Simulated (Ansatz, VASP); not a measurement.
## C3N in VASP and in Ansatz

```
C N
1.0
     3.10275    0.00000    0.00000
     0.00000    3.10275    0.00000
     0.00000    0.00000    3.10275
C N
3 1
Direct
  0.00000 0.50000 0.50000
  0.50000 0.00000 0.50000
  0.50000 0.50000 0.00000
  0.00000 0.00000 0.00000
```

Change from the starting cell: species swapped into the Gd3Al type (Pm-3m, No. 221).

Alike in both runs: functional PBE; k mesh 4 × 4 × 4; occupations gaussian, width 0.1 eV; collinear spin.

Ansatz relaxed the structure, and its values are those at the end. VASP's run is a single point on that final structure, the one shown.

|  | VASP | Ansatz |
| --- | --- | --- |
| version | VASP 6.6.1 | Ansatz 0.2.0 |
| potentials or method | VASP PAW PBE potentials, release 64 (C, N), cutoff 520 eV | scalar-relativistic, plane waves, PAW |
| valence electrons in the cell | 17 | 17 |

```tsv
	VASP	Ansatz	Ansatz less VASP
gap on the k mesh at the Fermi level (eV)	none	none	-
pressure (GPa)	0.0	0.0	+0.02
net moment per atom (μB)	0.00	0.00	0.000
```

A gap of «none» marks a metal or a gap that the smearing closes. Ansatz's warnings: seeded moment not kept.

The k mesh is coarse, so the values compare programs but aren't converged.
